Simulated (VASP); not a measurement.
A run of VASP 6.6.1 is set up as follows.

File INCAR:

```
SYSTEM = NaCu12
PREC     = Accurate       ! precision mode
ENCUT    = 520            ! plane-wave cutoff, eV
EDIFF    = 1E-7           ! SCF threshold, eV
ISMEAR   = 0              ! smearing method
SIGMA    = 0.1            ! smearing width, eV
LREAL    = .FALSE.        ! projectors in reciprocal space
LASPH    = .TRUE.         ! aspherical terms in the spheres
NELM     = 120            ! most SCF steps
ALGO     = Normal         ! electronic algorithm
ISIF     = 2              ! what is computed and relaxed
LWAVE    = .FALSE.        ! write WAVECAR
LCHARG   = .FALSE.        ! write CHGCAR
LDIPOL   = .TRUE.       
IDIPOL   = 3            
DIPOL    = 0.5 0.5 0.320
GGA      = PE             ! functional
IBRION   = 2              ! ionic algorithm
NSW      = 36             ! ionic steps
EDIFFG   = -0.025         ! ionic threshold
GGA_COMPAT= .FALSE.      
NELMIN   = 4            
NELMDL   = -8           
KPAR     = 4
```

File KPOINTS:

```
regular mesh
0
G
  5 5 1
  0 0 0
```

The input POSCAR:

```
NaCu12
1.0
    5.1319544654      0.0000000000      0.0000000000
    0.0000000000      5.1319544654      0.0000000000
    0.0000000000      0.0000000000     19.0279314150
Cu Na
12 1
Selective dynamics
Direct
    0.2500000000      0.2500000000      0.2102172807  F F F
    0.2500000000      0.7500000000      0.2102172807  F F F
    0.7500000000      0.2500000000      0.2102172807  F F F
    0.7500000000      0.7500000000      0.2102172807  F F F
    0.0000000000      0.0000000000      0.3029241254  F F F
    0.0000000000      0.5000000000      0.3029241254  F F F
    0.5000000000      0.0000000000      0.3029241254  F F F
    0.5000000000      0.5000000000      0.3029241254  F F F
    0.2500000000      0.2500000000      0.3956253179  F F F
    0.2500000000      0.7500000000      0.3956253179  F F F
    0.7500000000      0.2500000000      0.3956253179  F F F
    0.7500000000      0.7500000000      0.3956253179  F F F
    0.3333333333      0.3333333333      0.5275029584  F F T
```

Potentials or basis: VASP PAW PBE potentials, release 64 (Cu, Na_pv).

Run with:

```console
$ cat potpaw_PBE.64/Cu/POTCAR potpaw_PBE.64/Na_pv/POTCAR > POTCAR
$ mpirun -np 4 vasp_std > vasp.out
```

Question: What does it give for the band gap on the k mesh?

Answer: Zero (an odd number of electrons rules out a gap without spin polarisation).

Final structure:
```
Cu Na
1.0
     5.13195    0.00000    0.00000
     0.00000    5.13195    0.00000
     0.00000    0.00000   19.02793
Cu Na
12 1
Direct
  0.25000 0.25000 0.21022
  0.25000 0.75000 0.21022
  0.75000 0.25000 0.21022
  0.75000 0.75000 0.21022
  0.00000 0.00000 0.30292
  0.00000 0.50000 0.30292
  0.50000 0.00000 0.30292
  0.50000 0.50000 0.30292
  0.25000 0.25000 0.39563
  0.25000 0.75000 0.39563
  0.75000 0.25000 0.39563
  0.75000 0.75000 0.39563
  0.33333 0.33333 0.52750
```

Caveat: the relaxation stopped at its first step, so nothing moved.
